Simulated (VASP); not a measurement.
Wanted: the native input for a VASP 6.6.1 run.

```
Task                   : single point
Functional             : PBE
Potentials or basis    : VASP PAW PBE potentials, release 64 (Hf_pv, N)
Cutoff                 : 520 eV
k mesh                 : 17 × 17 × 15
Occupations            : fermi-dirac, width 0.05 eV
Spin                   : no spin polarisation
Dipole correction      : no
Further INCAR settings : ALGO = Normal; EDIFF = 1e-06; NBANDS = 14
```

The structure of HfN (WC type) lies in POSCAR:

```
HfN
1.0
    2.5539034416      0.0000000000      0.0000000000
   -1.2769517208      2.2117452593      0.0000000000
    0.0000000000      0.0000000000      2.5585992801
Hf N
1 1
Direct
    0.0000000000      0.0000000000      0.0000000000
    0.3333333333      0.6666666667      0.5000000000
```

One way to write it, as run:

INCAR

```
PREC = Accurate
ENCUT = 520
EDIFF = 1E-6
ISMEAR = -1
SIGMA = 0.05
LREAL = False
LASPH = True
NELM = 60
ALGO = Normal
ISIF = 2
LWAVE = False
LCHARG = True
GGA = PE
LELF = True
LVHAR = True
NBANDS = 14
```

KPOINTS

```
regular mesh
0
Gamma
  17 17 15
```

Potentials or basis: VASP PAW PBE potentials, release 64 (Hf_pv, N).

Run with:

```console
$ cat potpaw_PBE.64/Hf_pv/POTCAR potpaw_PBE.64/N/POTCAR > POTCAR
$ mpirun -np 1 vasp_std > vasp.out
```

It gave:

```
Pressure : 338.7 GPa
```

Wall time 29 s on 1 thread of Intel Xeon 6975P-C (shared host), peak memory 0.18 GiB.
